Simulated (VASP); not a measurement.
# S (Fm-3m) in VASP: notebook

S is run at these levels: PBE; tasks: single point.

Program: VASP 6.6.1. These are calculated values, not measurements. Logs are shortened: lines on timing, memory, paths and dates and some standing lists are left out, and cuts for length are marked.

**1. The cell of the first run**

It takes space group Fm-3m (No. 225, cubic). Conventional cell: a = 3.989 Å, b = 3.989 Å, c = 3.989 Å, α = 90.00°, β = 90.00°, γ = 90.00°. S (site symmetry m-3m) has 12 S at 2.82 Å within 3.7 Å.

**2. Single point, PBE**

Input file INCAR:

```
PREC     = Accurate       # precision mode
ENCUT    = 520            # plane-wave cutoff, eV
EDIFF    = 1E-6           # SCF threshold, eV
ISMEAR   = 1              # smearing method
SIGMA    = 0.1            # smearing width, eV
LREAL    = False          # projectors in reciprocal space
LASPH    = True           # aspherical terms in the spheres
NELM     = 80             # most SCF steps
ALGO     = Normal         # electronic algorithm
ISIF     = 2              # what is computed and relaxed
LWAVE    = False          # write WAVECAR
LCHARG   = True           # write CHGCAR
GGA      = PE             # functional
LELF     = True           # ELF
LVHAR    = True         
NBANDS   = 9              # bands
```

Input file KPOINTS:

```
regular mesh
0
Gamma
  3 3 3
```

Input file POSCAR:

```
S
1.0
    0.0000000000      1.9943503400      1.9943503400
    1.9943503400      0.0000000000      1.9943503400
    1.9943503400      1.9943503400      0.0000000000
S
1
Direct
    0.0000000000      0.0000000000      0.0000000000
```

Potentials or basis: VASP PAW PBE potentials, release 64 (S).

Started as:

```bash
cat potpaw_PBE.64/S/POTCAR > POTCAR
mpirun -np 1 vasp_std > vasp.out
```

OUTCAR:

```text
PREC = Accurate
   ENCUT = 520
   EDIFF = 1E-6
   ISMEAR = 1
   LREAL = False
   LASPH = True
   NELM = 80
   ISIF = 2
   GGA = PE

 ion  position               nearest neighbor table
   1  0.000  0.000  0.000-

  LATTYP: Found a face centered cubic cell.
 ALAT       =     3.9887006800

  Lattice vectors:

 A1 = (   0.0000000000,   1.9943503400,   1.9943503400)
 A2 = (   1.9943503400,   0.0000000000,   1.9943503400)
 A3 = (   1.9943503400,   1.9943503400,   0.0000000000)

Analysis of symmetry for initial positions (statically):
=====================================================================
 Subroutine PRICEL returns:
 Original cell was already a primitive cell.

 Routine SETGRP: Setting up the symmetry group for a
 face centered cubic supercell.

 Subroutine GETGRP returns: Found 48 space group operations
 (whereof 48 operations were pure point group operations)
 out of a pool of 48 trial point group operations.

The static configuration has the point symmetry O_h .

Analysis of symmetry for dynamics (positions and initial velocities):
=====================================================================
 Subroutine PRICEL returns:
 Original cell was already a primitive cell.

 Routine SETGRP: Setting up the symmetry group for a
 face centered cubic supercell.

 Subroutine GETGRP returns: Found 48 space group operations
 (whereof 48 operations were pure point group operations)
 out of a pool of 48 trial point group operations.

The dynamic configuration has the point symmetry O_h .

 Subroutine INISYM returns: Found 48 space group operations
 (whereof 48 operations are pure point group operations),
 and found     1 'primitive' translations

----------------------------------------------------------------------------------------

                                     Primitive cell

  volume of cell :      15.8648

  direct lattice vectors                    reciprocal lattice vectors
     0.000000000  1.994350340  1.994350340    -0.250708208  0.250708208  0.250708208
     1.994350340  0.000000000  1.994350340     0.250708208 -0.250708208  0.250708208
     1.994350340  1.994350340  0.000000000     0.250708208  0.250708208 -0.250708208

  length of vectors
     2.820437299  2.820437299  2.820437299     0.434239354  0.434239354  0.434239354

  position of ions in fractional coordinates (direct lattice)
     0.000000000  0.000000000  0.000000000

  ion indices of the primitive-cell ions
   primitive index   ion index
                 1           1

----------------------------------------------------------------------------------------

 KPOINTS: regular mesh

Automatic generation of k-mesh.
 Grid dimensions read from file:
 generate k-points for:    3    3    3

 Generating k-lattice:

  Cartesian coordinates                     Fractional coordinates (reciprocal lattice)
    -0.083569403  0.083569403  0.083569403     0.333333333  0.000000000  0.000000000
     0.083569403 -0.083569403  0.083569403     0.000000000  0.333333333  0.000000000
     0.083569403  0.083569403 -0.083569403     0.000000000  0.000000000  0.333333333

  Length of vectors
     0.144746451  0.144746451  0.144746451

  Shift w.r.t. Gamma in fractional coordinates (k-lattice)
     0.000000000  0.000000000  0.000000000

 Subroutine IBZKPT returns following result:
 ===========================================

 Found      4 irreducible k-points:

 Following reciprocal coordinates:
            Coordinates               Weight
  0.000000  0.000000  0.000000      1.000000
  0.333333  0.000000  0.000000      8.000000
  0.333333  0.333333  0.000000      6.000000
 -0.333333  0.333333  0.000000     12.000000
   k-points           NKPTS =      4   k-points in BZ     NKDIM =      4   number of bands    NBANDS=      9
   number of dos      NEDOS =    301   number of ions     NIONS =      1
   total plane-waves  NPLWV =  13824
   dimension x,y,z NGX =    24 NGY =   24 NGZ =   24
   dimension x,y,z NGXF=    48 NGYF=   48 NGZF=   48
   ions per type =               1
   NGX,Y,Z   is equivalent  to a cutoff of  14.15, 14.15, 14.15 a.u.
   NGXF,Y,Z  is equivalent  to a cutoff of  28.29, 28.29, 28.29 a.u.
 SYSTEM =  unknown system
   PREC   = accura    normal or accurate (medium, high low for compatibility)
   ISTART =      0    job   : 0-new  1-cont  2-samecut
   ICHARG =      2    charge: 1-file 2-atom 10-const
   ISPIN  =      1    spin polarized calculation?
   LNONCOLLINEAR =      F non collinear calculations
   LSORBIT =      F    spin-orbit coupling
   LASPH  =      T    aspherical Exc in radial PAW
   ENCUT  =  520.0 eV  38.22 Ry    6.18 a.u.   5.24  5.24  5.24*2*pi/ulx,y,z
   NELM   =     80;   NELMIN=  2; NELMDL= -5     # of ELM steps
   EDIFF  = 0.1E-05   stopping-criterion for ELM
   LREAL  =      F    real-space projection
   EDIFFG = 0.1E-04   stopping-criterion for IOM
   NSW    =      0    number of steps for IOM
   IBRION =     -1    ionic relax: 0-MD 1-quasi-New 2-CG
   NFREE  =      0    steps in history (QN), initial steepest desc. (CG)
   ISIF   =      2    stress and relaxation
   ISYM   =      2    0-nonsym 1-usesym 2-fastsym
   POTIM  = 0.5000    time-step for ionic-motion
   TEBEG  =    0.0;   TEEND  =   0.0 temperature during run
   PSTRESS=    0.0 pullay stress
   NELECT =       6.0000    total number of electrons
   NUPDOWN=      -1.0000    fix difference up-down
   EMIN   =  10.00;   EMAX   =-10.00  energy-range for DOS
   EFERMI =   0.00;   METHOD = LEGACY
   ISMEAR =     1;   SIGMA  =   0.10  broadening in eV -4-tet -1-fermi 0-gaus
   EFERMI_NEDOS =   21; number of points for ismear=-14 and -15
   IALGO  =     38    algorithm
   IMIX   =      4    mixing-type and parameters
     AMIX     =   0.40;   BMIX     =  1.00
     AMIX_MAG =   1.60;   BMIX_MAG =  1.00
  volume/ion in A,a.u.               =      15.86       107.06
  Fermi-wavevector in a.u.,A,eV,Ry     =   1.183897  2.237240 19.070080  1.401611
  Thomas-Fermi vector in A             =   2.320122
   LORBIT       =      0    0 simple, 1 ext, 2 COOP (PROOUT), +10 PAW based schemes
   GGA     = PE    functional components
   LHFCALC =     F    Hartree Fock is set to
   AEXX    =    0.0000 exact exchange contribution
   IVDW    =     0    specifies the selected vdW correction
   LEPSILON=     F    determine dielectric tensor
   LRPA    =     F    only Hartree local field effects (RPA)
 non-spin polarized calculation
 Methfessel and Paxton  Order N= 1 SIGMA  =   0.10
  energy-cutoff  :      520.00
  volume of cell :       15.86
 maximum number of plane-waves:       432
 NGX is ok and might be reduce to    24
   NGX = 11   NGY = 11   NGZ = 11

 number of electron       5.9999999 magnetization

 Free energy of the ion-electron system (eV)
  ---------------------------------------------------
  ext. energy  EPLUGINS =         0.00000000
  ---------------------------------------------------
  free energy    TOTEN  =        -2.99662225 eV

  energy without entropy =       -2.98555977  energy(sigma->0) =       -2.99293476

 E-fermi :   7.8961     XC(G=0): -11.1402

 val. band max:        7.3590783817   @ k =   0.3333   0.3333   0.0000
 cond. band min:       7.9162824095   @ k =  -0.3333   0.3333   0.0000
 fundamental gap:      0.5572040278
 Fermi energy:         7.8961422614

 k-point     1 :       0.0000    0.0000    0.0000
  band No.  band energies     occupation
      1      -9.2301      2.00000
      2      10.6623      0.00000
      3      10.6623      0.00000
      4      10.6623      0.00000
      5      19.5581      0.00000
      6      19.5581      0.00000
      7      19.5581      0.00000
      8      21.8368      0.00000
      9      24.8810      0.00000

 k-point     2 :       0.3333    0.0000    0.0000
  band No.  band energies     occupation
      1      -6.7716      2.00000
      2       2.8443      2.00000
      3       9.6145     -0.00000
      4       9.6145     -0.00000
      5      17.3040      0.00000
      6      19.5016      0.00000
      7      19.5016      0.00000
      8      25.2799      0.00000
      9      26.1097      0.00000

 k-point     3 :       0.3333    0.3333    0.0000
  band No.  band energies     occupation
      1      -5.9147      2.00000
      2       4.2476      2.00000
      3       7.3591      2.00000
      4       7.3591      2.00000
      5      14.3022      0.00000
      6      14.6151      0.00000
      7      26.7150      0.00000
      8      26.7150      0.00000
      9      27.7615      0.00000

 k-point     4 :      -0.3333    0.3333    0.0000
  band No.  band energies     occupation
      1      -3.9030      2.00000
      2       2.5618      2.00000
      3       2.7889      2.00000
      4       7.9163      0.66667
      5      14.8991      0.00000
      6      21.3872      0.00000
      7      23.6940      0.00000
      8      23.8330      0.00000
      9      26.3703      0.00000

------------------------ aborting loop because EDIFF is reached ----------------------------------------

  FORCE on cell =-STRESS in cart. coord.  units (eV):
  Direction    XX          YY          ZZ          XY          YZ          ZX
  --------------------------------------------------------------------------------------
  -------------------------------------------------------------------------------------
  Total        0.3883527      0.3883527      0.3883527      0.0000000      0.0000000     -0.0000000
  in kB       39.2195429     39.2195429     39.2195429      0.0000000      0.0000000     -0.0000000
  external PRESSURE =      39.2195429 kB  Pullay stress =       0.0000000 kB

 VOLUME and BASIS-vectors are now :
 -----------------------------------------------------------------------------
  energy-cutoff  :      520.00
  volume of cell :       15.86
      direct lattice vectors                 reciprocal lattice vectors
     0.000000000  1.994350340  1.994350340    -0.250708208  0.250708208  0.250708208
     1.994350340  0.000000000  1.994350340     0.250708208 -0.250708208  0.250708208
     1.994350340  1.994350340  0.000000000     0.250708208  0.250708208 -0.250708208

 POSITION                                       TOTAL-FORCE (eV/Angst)
 -----------------------------------------------------------------------------------
      0.00000      0.00000      0.00000         0.000000      0.000000      0.000000
 -----------------------------------------------------------------------------------
    total drift:                               -0.000000      0.000000      0.000000

  FREE ENERGIE OF THE ION-ELECTRON SYSTEM (eV)
  ---------------------------------------------------
  free  energy   TOTEN  =        -2.9966222542 eV

  energy  without entropy=       -2.9855597656  energy(sigma->0) =       -2.99293476
```

It took 5.3 s on 1 thread of AMD EPYC 7R13, shared host; peak memory 0.1 GiB.

What came out:

| Quantity | Value |
| --- | --- |
| Free energy | -2.9966 eV |
| Pressure | 3.9 GPa |
| Band gap on the k mesh | zero (band 3 reaches 10.66 eV, above the bottom of band 4 at 7.36 eV) |

Caveat: the k points lie up to 0.91 Å⁻¹ apart.

**3. Single point, PBE**

Input file INCAR:

```
PREC = Accurate
ENCUT = 520
EDIFF = 1E-6
ISMEAR = 1
SIGMA = 0.1
LREAL = False
LASPH = True
NELM = 80
ALGO = Normal
ISIF = 2
LWAVE = False
LCHARG = True
GGA = PE
LELF = True
LVHAR = True
NBANDS = 9
```

Input file KPOINTS:

```
regular mesh
0
Gamma
  4 4 4
```

POSCAR is that of step 2.

Potentials or basis: VASP PAW PBE potentials, release 64 (S).

Started as:

```bash
cat potpaw_PBE.64/S/POTCAR > POTCAR
mpirun -np 1 vasp_std > vasp.out
```

It took 5.2 s on 1 thread of AMD EPYC 7R13, shared host; peak memory 0.1 GiB.

It converged, with:

| Item | Value |
| --- | --- |
| Free energy | -3.0378 eV |
| Pressure | 0.1 GPa |
| Band gap on the k mesh | zero (band 3 reaches 10.60 eV, above the bottom of band 4 at 4.91 eV) |

Levels at points of the mesh, in eV from the Fermi level:
| k point | band 1 | band 2 | band 3 | band 4 | band 5 | band 6 |
| --- | --- | --- | --- | --- | --- | --- |
| (0.00, 0.00, 0.00) | -16.96 | 2.91 | 2.91 | 2.91 | 11.84 | 11.84 |
| (0.50, 0.00, 0.00) | -12.88 | -7.66 | 1.62 | 1.62 | 9.17 | 11.07 |
| (0.50, 0.50, 0.00) | -11.24 | -6.67 | -1.10 | -1.10 | 5.12 | 5.63 |

Caveat: the k points lie up to 0.68 Å⁻¹ apart.
